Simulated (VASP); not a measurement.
# Co14NiW5 in VASP: notebook

Co14NiW5 is run at these levels: PBE; tasks: single point.

Program: VASP 6.6.1. These are calculated values, not measurements. Logs are shortened: lines on timing, memory, paths and dates and some standing lists are left out, and cuts for length are marked.

### 1 The cell of the first run

The cell holds a disordered packing, 20 atoms: a = 6.412 Å, b = 6.156 Å, c = 6.644 Å, α = 89.00°, β = 94.63°, γ = 91.19°.

### 2 Single point, PBE

Contents of INCAR:

```
  PREC = Accurate
  ENCUT = 520
  EDIFF = 1E-6
  ISMEAR = -1
  SIGMA = 0.112
  LREAL = Auto
  LASPH = T
  NELM = 60
  ALGO = Normal
  ISIF = 2
  LWAVE = F
  LCHARG = F
  GGA = PE
  NBANDS = 119
  ISYM = 0
```

Contents of KPOINTS:

```
Automatic mesh
0
Gamma
  1 1 1
  0.25 0.25 0.25
```

Contents of POSCAR:

```
Co14NiW5
1.0
    6.4067140000     -0.0639040000     -0.2633820000
   -0.0639040000      6.1558140000      0.0545630000
   -0.2633820000      0.0545630000      6.6380590000
Co W Ni
14 5 1
Direct
    0.7504373174      0.9008190072      0.4825740919
    0.4092459716      0.2506437443      0.6736100339
    0.2423950904      0.4798658419      0.8561506585
    0.3250129072      0.3492358469      0.2778936123
    0.4320692939      0.6099878630      0.5254866682
    0.5512353877      0.0469532908      0.1775822671
    0.2671240353      0.7370102785      0.1202299002
    0.8775391982      0.2058382786      0.8336438220
    0.9449187342      0.5315747939      0.0896125314
    0.5820101630      0.3924641278      0.9871085781
    0.3379953674      0.9656604842      0.4871786411
    0.6298872355      0.6822222864      0.1782492239
    0.7678935883      0.5635523858      0.7043015496
    0.2693110926      0.1317293154      0.9750177194
    0.0513532101      0.6106444063      0.4393873149
    0.0618566263      0.8692262716      0.7696907076
    0.5498447425      0.8929984944      0.7978784960
    0.9377919834     -0.0339315363      0.1382417563
    0.7091885750      0.3443166146      0.3884857844
    0.0670153730      0.1876657803      0.4575245618
```

Potentials or basis: VASP PAW PBE potentials, release 64 (Co, W_sv, Ni).

The run is started by

```bash
$ cat potpaw_PBE.64/Co/POTCAR potpaw_PBE.64/W_sv/POTCAR potpaw_PBE.64/Ni/POTCAR > POTCAR
$ mpirun -np 1 vasp_std > vasp.out
```

OUTCAR:

```text
PREC = Accurate
   ENCUT = 520
   EDIFF = 1E-6
   ISMEAR = -1
   LREAL = Auto
   LASPH = T
   NELM = 60
   ISIF = 2
   GGA = PE
   ISYM = 0

 ion  position               nearest neighbor table
   1  0.750  0.901  0.483-   6 2.47  12 2.51  13 2.52  17 2.54  16 2.66  20 2.68  11 2.69  18 2.69
                            15 2.69   5 2.72  19 2.80   8 3.07
   2  0.409  0.251  0.674-  11 2.18   3 2.22  14 2.36   5 2.41  10 2.45  17 2.50  20 2.55   4 2.70
                            19 2.85  13 2.97   8 3.12  16 3.29
   3  0.242  0.480  0.856-   2 2.22  14 2.28  10 2.35   7 2.38   9 2.58   5 2.70  16 2.72   8 2.85
                             4 2.91  15 3.04  17 3.22
   4  0.325  0.349  0.278-  20 2.32   5 2.37  14 2.43  19 2.51   6 2.51   7 2.61  10 2.65   2 2.70
                            15 2.70  11 2.72   9 2.89  12 2.91   3 2.91
   5  0.432  0.610  0.525-  11 2.29   4 2.37  13 2.39   2 2.41  15 2.46  17 2.59  19 2.66   3 2.70
                             1 2.72  12 2.75   7 2.91
   6  0.551  0.047  0.178-  14 2.23  12 2.31  10 2.47   1 2.47  19 2.47   4 2.51  18 2.57  11 2.60
                             7 2.62  17 2.71
   7  0.267  0.737  0.120-  12 2.36   3 2.38   9 2.40  18 2.58  14 2.60   4 2.61   6 2.62  16 2.70
                            15 2.72  11 2.84   5 2.91  17 3.05
   8  0.878  0.206  0.834-  13 2.45  16 2.47  18 2.49  10 2.53  14 2.66   9 2.66  17 2.82   3 2.85
                            20 2.87   1 3.07   2 3.12  19 3.17
   9  0.945  0.532  0.090-  12 2.36   7 2.40  15 2.42  10 2.51   3 2.58   8 2.66  18 2.70  13 2.72
                            19 2.81   4 2.89  16 3.07
  10  0.582  0.392  0.987-  12 2.21   3 2.35   2 2.45   6 2.47   9 2.51  13 2.51   8 2.53  14 2.54
                             4 2.65  19 2.74
  11  0.338  0.966  0.487-   2 2.18  20 2.23   5 2.29  17 2.42   6 2.60   1 2.69   4 2.72  16 2.73
                            15 2.83   7 2.84
  12  0.630  0.682  0.178-  10 2.21   6 2.31   7 2.36   9 2.36   1 2.51  19 2.52  18 2.64   5 2.75
                            17 2.83   4 2.91  15 3.13
  13  0.768  0.564  0.704-   5 2.39   8 2.45  10 2.51  19 2.51   1 2.52  17 2.60  15 2.64  16 2.65
                             9 2.72   2 2.97
  14  0.269  0.132  0.975-   6 2.23   3 2.28   2 2.36   4 2.43  16 2.44  10 2.54   7 2.60  18 2.64
                             8 2.66  17 2.70
  15  0.051  0.611  0.439-   9 2.42   5 2.46  20 2.61  13 2.64   1 2.69   4 2.70  19 2.71   7 2.72
                            16 2.73  11 2.83  18 3.00   3 3.04  12 3.13
  16  0.062  0.869  0.770-  14 2.44   8 2.47  13 2.65   1 2.66   7 2.70  18 2.71   3 2.72  15 2.73
                            11 2.73  20 2.83   9 3.07  17 3.12   2 3.29  17 3.31
  17  0.550  0.893  0.798-  11 2.42   2 2.50   1 2.54   5 2.59  13 2.60  14 2.70   6 2.71   8 2.82
                            12 2.83   7 3.05  16 3.12   3 3.22  18 3.25  16 3.31
  18  0.938  0.966  0.138-   8 2.49   6 2.57   7 2.58  20 2.61  12 2.64  14 2.64   1 2.69   9 2.70
                            16 2.71  15 3.00  17 3.25  19 3.32
  19  0.709  0.344  0.388-   6 2.47  20 2.51  13 2.51   4 2.51  12 2.52   5 2.66  15 2.71  10 2.74
                             1 2.80   9 2.81   2 2.85   8 3.17  18 3.32
  20  0.067  0.188  0.458-  11 2.23   4 2.32  19 2.51   2 2.55  15 2.61  18 2.61   1 2.68  16 2.83
                             8 2.87

IMPORTANT INFORMATION: All symmetrisations will be switched off!
NOSYMM: (Re-)initialisation of all symmetry stuff for point group C_1.

----------------------------------------------------------------------------------------

                                     Primitive cell

  volume of cell :     261.3240

  direct lattice vectors                    reciprocal lattice vectors
     6.406714000 -0.063904000 -0.263382000     0.156356410  0.001568274  0.006190950
    -0.063904000  6.155814000  0.054563000     0.001568274  0.162475619 -0.001273279
    -0.263382000  0.054563000  6.638059000     0.006190950 -0.001273279  0.150902554

  length of vectors
     6.412444002  6.156387483  6.643506189     0.156486787  0.162488177  0.151034864

  position of ions in fractional coordinates (direct lattice)
     0.750437317  0.900819007  0.482574092
     0.409245972  0.250643744  0.673610034
     0.242395090  0.479865842  0.856150658
     0.325012907  0.349235847  0.277893612
     0.432069294  0.609987863  0.525486668
     0.551235388  0.046953291  0.177582267
[... 12 lines left out ...]
     0.709188575  0.344316615  0.388485784
     0.067015373  0.187665780  0.457524562

  ion indices of the primitive-cell ions
   primitive index   ion index
                 1           1
                 2           2
                 3           3
                 4           4
                 5           5
                 6           6
[... 12 lines left out ...]
                19          19
                20          20

----------------------------------------------------------------------------------------

 KPOINTS: Automatic mesh

Automatic generation of k-mesh.
 Grid dimensions read from file:
 generate k-points for:    1    1    1

 Generating k-lattice:

  Cartesian coordinates                     Fractional coordinates (reciprocal lattice)
     0.156356410  0.001568274  0.006190950     1.000000000 -0.000000000 -0.000000000
     0.001568274  0.162475619 -0.001273279    -0.000000000  1.000000000  0.000000000
     0.006190950 -0.001273279  0.150902554    -0.000000000  0.000000000  1.000000000

  Length of vectors
     0.156486787  0.162488177  0.151034864

  Shift w.r.t. Gamma in fractional coordinates (k-lattice)
     0.250000000  0.250000000  0.250000000

 Subroutine IBZKPT returns following result:
 ===========================================

 Found      1 irreducible k-points:

 Following reciprocal coordinates:
            Coordinates               Weight
  0.250000  0.250000  0.250000      2.000000
   k-points           NKPTS =      1   k-points in BZ     NKDIM =      1   number of bands    NBANDS=    119
   number of dos      NEDOS =    301   number of ions     NIONS =     20
   total plane-waves  NPLWV = 115200
   dimension x,y,z NGX =    48 NGY =   48 NGZ =   50
   dimension x,y,z NGXF=    96 NGYF=   96 NGZF=  100
   ions per type =              14   5   1
   NGX,Y,Z   is equivalent  to a cutoff of  12.44, 12.96, 12.51 a.u.
   NGXF,Y,Z  is equivalent  to a cutoff of  24.89, 25.92, 25.02 a.u.
 SYSTEM =  unknown system
   PREC   = accura    normal or accurate (medium, high low for compatibility)
   ISTART =      0    job   : 0-new  1-cont  2-samecut
   ICHARG =      2    charge: 1-file 2-atom 10-const
   ISPIN  =      1    spin polarized calculation?
   LNONCOLLINEAR =      F non collinear calculations
   LSORBIT =      F    spin-orbit coupling
   LASPH  =      T    aspherical Exc in radial PAW
   ENCUT  =  520.0 eV  38.22 Ry    6.18 a.u.  11.92 11.45 12.35*2*pi/ulx,y,z
   NELM   =     60;   NELMIN=  2; NELMDL= -5     # of ELM steps
   EDIFF  = 0.1E-05   stopping-criterion for ELM
   LREAL  =      T    real-space projection
   EDIFFG = 0.1E-04   stopping-criterion for IOM
   NSW    =      0    number of steps for IOM
   IBRION =     -1    ionic relax: 0-MD 1-quasi-New 2-CG
   NFREE  =      0    steps in history (QN), initial steepest desc. (CG)
   ISIF   =      2    stress and relaxation
   ISYM   =      0    0-nonsym 1-usesym 2-fastsym
   POTIM  = 0.5000    time-step for ionic-motion
   TEBEG  =    0.0;   TEEND  =   0.0 temperature during run
   PSTRESS=    0.0 pullay stress
   NELECT =     206.0000    total number of electrons
   NUPDOWN=      -1.0000    fix difference up-down
   EMIN   =  10.00;   EMAX   =-10.00  energy-range for DOS
   EFERMI =   0.00;   METHOD = LEGACY
   ISMEAR =    -1;   SIGMA  =   0.11  broadening in eV -4-tet -1-fermi 0-gaus
   EFERMI_NEDOS =   21; number of points for ismear=-14 and -15
   IALGO  =     38    algorithm
   IMIX   =      4    mixing-type and parameters
     AMIX     =   0.40;   BMIX     =  1.00
     AMIX_MAG =   1.60;   BMIX_MAG =  1.00
  volume/ion in A,a.u.               =      13.07        88.18
  Fermi-wavevector in a.u.,A,eV,Ry     =   1.512298  2.857830 31.117155  2.287046
  Thomas-Fermi vector in A             =   2.622241
   LORBIT       =      0    0 simple, 1 ext, 2 COOP (PROOUT), +10 PAW based schemes
   GGA     = PE    functional components
   LHFCALC =     F    Hartree Fock is set to
   AEXX    =    0.0000 exact exchange contribution
   IVDW    =     0    specifies the selected vdW correction
   LEPSILON=     F    determine dielectric tensor
   LRPA    =     F    only Hartree local field effects (RPA)
 non-spin polarized calculation
  energy-cutoff  :      520.00
  volume of cell :      261.32
 maximum number of plane-waves:      7033
 NGX is ok and might be reduce to    48
   NGX = 23   NGY = 23   NGZ = 25

 number of electron     206.0000011 magnetization

 Free energy of the ion-electron system (eV)
  ---------------------------------------------------
  ext. energy  EPLUGINS =         0.00000000
  ---------------------------------------------------
  free energy    TOTEN  =      -161.45159789 eV

  energy without entropy =     -160.01897886  energy(sigma->0) =     -160.73528838

 E-fermi :   9.4512     XC(G=0): -12.9830

 val. band max:        9.4043843389   @ k =   0.2500   0.2500   0.2500
 cond. band min:       9.4559661299   @ k =   0.2500   0.2500   0.2500
 fundamental gap:      0.0515817910
 Fermi energy:         9.4512335561

 k-point     1 :       0.2500    0.2500    0.2500
  band No.  band energies     occupation
      1     -65.0075      2.00000
      2     -64.9193      2.00000
      3     -64.7942      2.00000
      4     -64.6869      2.00000
      5     -64.6065      2.00000
      6     -29.2539      2.00000
[... 107 lines left out ...]
    114      10.2233      0.00203
    115      10.2815      0.00121
 [bands above 115 left out]

------------------------ aborting loop because EDIFF is reached ----------------------------------------

  FORCE on cell =-STRESS in cart. coord.  units (eV):
  Direction    XX          YY          ZZ          XY          YZ          ZX
  --------------------------------------------------------------------------------------
  -------------------------------------------------------------------------------------
  Total      -20.6515480    -14.1067768    -20.1395399     -6.1025020      9.2206133      4.6244433
  in kB     -126.6146419    -86.4886491   -123.4755201    -37.4144399     56.5315808     28.3524619
  external PRESSURE =    -112.1929370 kB  Pullay stress =       0.0000000 kB

 VOLUME and BASIS-vectors are now :
 -----------------------------------------------------------------------------
  energy-cutoff  :      520.00
  volume of cell :      261.32
      direct lattice vectors                 reciprocal lattice vectors
     6.406714000 -0.063904000 -0.263382000     0.156356410  0.001568274  0.006190950
    -0.063904000  6.155814000  0.054563000     0.001568274  0.162475619 -0.001273279
    -0.263382000  0.054563000  6.638059000     0.006190950 -0.001273279  0.150902554

 POSITION                                       TOTAL-FORCE (eV/Angst)
 -----------------------------------------------------------------------------------
      4.62317      5.52365      3.05485         0.045857      0.140796      0.132982
      2.42849      1.55352      4.37735         1.151644      0.988795     -0.684843
      1.29680      2.98519      5.64552        -1.614134      1.908137     -0.554161
      1.98675      2.14422      1.77813         0.021728      0.148889     -0.738590
      2.59076      3.75603      3.40770         0.894669     -0.090768     -0.102835
      3.48183      0.26350      1.03618         0.372312     -0.263648      0.034989
[... 12 lines left out ...]
      4.41925      2.09543      2.41079        -0.707779     -0.450614      0.088051
      0.29685      1.17592      3.02966        -1.449406      0.120084      0.883751
 -----------------------------------------------------------------------------------
    total drift:                                0.002474      0.000313     -0.004855

  FREE ENERGIE OF THE ION-ELECTRON SYSTEM (eV)
  ---------------------------------------------------
  free  energy   TOTEN  =      -161.4515978934 eV

  energy  without entropy=     -160.0189788573  energy(sigma->0) =     -160.73528838
```

It took 3.4 min on 1 thread of Intel Xeon Platinum 8488C (Sapphire Rapids), shared host; peak memory 0.35 GiB.

What came out:

```
Free energy   : -161.4516 eV
Pressure      : -11.2 GPa
Largest force : 2.560 eV/Å
```

Forces in eV/Å, atoms in the order of the input:
```
Co   0.046  0.141  0.133
Co   1.152  0.989 -0.685
Co  -1.614  1.908 -0.554
Co   0.022  0.149 -0.739
Co   0.895 -0.091 -0.103
Co   0.372 -0.264  0.035
Co   0.188  0.493  0.577
Co  -0.459 -0.214 -0.670
Co   0.515 -0.812 -1.068
Co   0.211 -1.381 -0.042
Co   0.397 -1.337 -1.536
Co   0.260  0.911  0.934
Co   0.610 -0.016  0.845
Co  -0.621 -0.083 -0.181
W   -0.069  0.973 -0.116
W    0.122 -1.073 -0.479
W    0.589 -0.280  1.803
W   -0.458  0.316  0.874
W   -0.708 -0.451  0.088
Ni  -1.449  0.120  0.884
```

Levels at points of the mesh, in eV from the Fermi level:
| k point | band 99 | band 100 | band 101 | band 102 | band 103 | band 104 | band 105 | band 106 | band 107 | band 108 |
| --- | --- | --- | --- | --- | --- | --- | --- | --- | --- | --- |
| (0.25, 0.25, 0.25) | -0.26 | -0.20 | -0.13 | -0.08 | -0.05 | 0.00 | 0.10 | 0.13 | 0.19 | 0.24 |

Caveat: the k points lie up to 1.02 Å⁻¹ apart, too coarse for converged energies, forces and pressures; the atoms stand as in a frame of molecular dynamics; spin-orbit coupling is left out, which moves the levels of the heavy elements; the run has no spin polarisation, though such a crystal can be magnetic. Spin polarisation is off, so any magnetic state and its effect on volume and gap are missing.

### 3 Single point, PBE

Contents of INCAR:

```
PREC     = Accurate       # precision mode
ENCUT    = 520            # plane-wave cutoff, eV
EDIFF    = 1E-6           # SCF threshold, eV
ISMEAR   = -1             # smearing method
SIGMA    = 0.112          # smearing width, eV
LREAL    = Auto         
LASPH    = T              # aspherical terms in the spheres
NELM     = 60             # most SCF steps
ALGO     = Normal         # electronic algorithm
ISIF     = 2              # what is computed and relaxed
LWAVE    = F              # write WAVECAR
LCHARG   = F              # write CHGCAR
GGA      = PE             # functional
ISYM     = 0            
NBANDS   = 119            # bands
```

KPOINTS is that of step 2.

Contents of POSCAR:

```
Co14NiW5
1.0
    6.4067140000     -0.0639040000     -0.2633820000
   -0.0639040000      6.1558140000      0.0545630000
   -0.2633820000      0.0545630000      6.6380590000
Co W Ni
14 5 1
Direct
    0.7592682790      0.9031177591      0.5127528670
    0.3980942943      0.2577321288      0.6507664715
    0.1932744207      0.5005330176      0.8380560372
    0.3047379776      0.3320706255      0.2769453734
    0.4623954880      0.6276027260      0.5081149114
    0.5795021297      0.0514746740      0.1654781642
    0.3325638528      0.7556970225      0.1179709665
    0.8626285243      0.2092417034      0.7855580933
    0.9479768060      0.5379951809      0.0489753701
    0.5773369904      0.3924270661      0.9648317638
    0.3426905409      0.9385421814      0.4037204013
    0.6609807264      0.6553750064      0.2221958556
    0.7842280899      0.5700059688      0.6715281270
    0.2666624112      0.1281437550      0.9745005538
    0.0844101687      0.5800072728      0.4532239292
    0.0756644777      0.8993374529      0.7915286851
    0.5420269500      0.8552076739      0.8238241700
    0.9513508790     -0.0448942102      0.1823128207
    0.6917848585      0.3117462278      0.4021227998
    0.0670965913      0.1709432857      0.4664089090
```

Potentials or basis: VASP PAW PBE potentials, release 64 (Co, W_sv, Ni).

The run is started by

```bash
$ cat potpaw_PBE.64/Co/POTCAR potpaw_PBE.64/W_sv/POTCAR potpaw_PBE.64/Ni/POTCAR > POTCAR
$ mpirun -np 1 vasp_std > vasp.out
```

It took 3.1 min on 1 thread of Intel Xeon Platinum 8488C (Sapphire Rapids), shared host; peak memory 0.35 GiB.

It converged, with:

```
Free energy   : -160.9839 eV
Pressure      : -10.3 GPa
Largest force : 3.078 eV/Å
```

Forces on the atoms (eV/Å):
```
Co   0.195  0.867 -0.756
Co   0.729 -0.560 -0.326
Co   1.051  0.073 -1.511
Co   0.758  0.717 -1.088
Co   0.068 -1.267  0.920
Co   0.508 -0.696 -0.513
Co  -1.615 -1.383 -1.107
Co  -0.828 -0.109  0.467
Co  -0.104  0.236  0.476
Co  -0.102  0.143  0.166
Co  -0.566  1.691  1.218
Co   0.879  0.994 -0.163
Co   1.064 -0.446  2.104
Co   0.928  2.139  0.552
W   -0.892  0.958 -0.514
W   -0.862 -2.510 -1.560
W    0.164  0.110  0.350
W   -0.045 -0.623 -0.930
W   -0.083 -0.297  0.438
Ni  -1.247 -0.035  1.780
```

Stress tensor (GPa, compression positive):
```
-13.05  -2.02   0.26
 -2.02  -8.09   5.78
  0.26   5.78  -9.71
```

Levels at points of the mesh, in eV from the Fermi level:
| k point | band 101 | band 102 | band 103 | band 104 | band 105 | band 106 |
| --- | --- | --- | --- | --- | --- | --- |
| (0.25, 0.25, 0.25) | -0.13 | -0.07 | -0.04 | 0.01 | 0.05 | 0.10 |

Caveat: the k points lie up to 1.02 Å⁻¹ apart, too coarse for converged energies, forces and pressures; the atoms stand as in a frame of molecular dynamics; spin-orbit coupling is left out, which moves the levels of the heavy elements; the run has no spin polarisation, though such a crystal can be magnetic.

(Continued in part 2 of 2.)
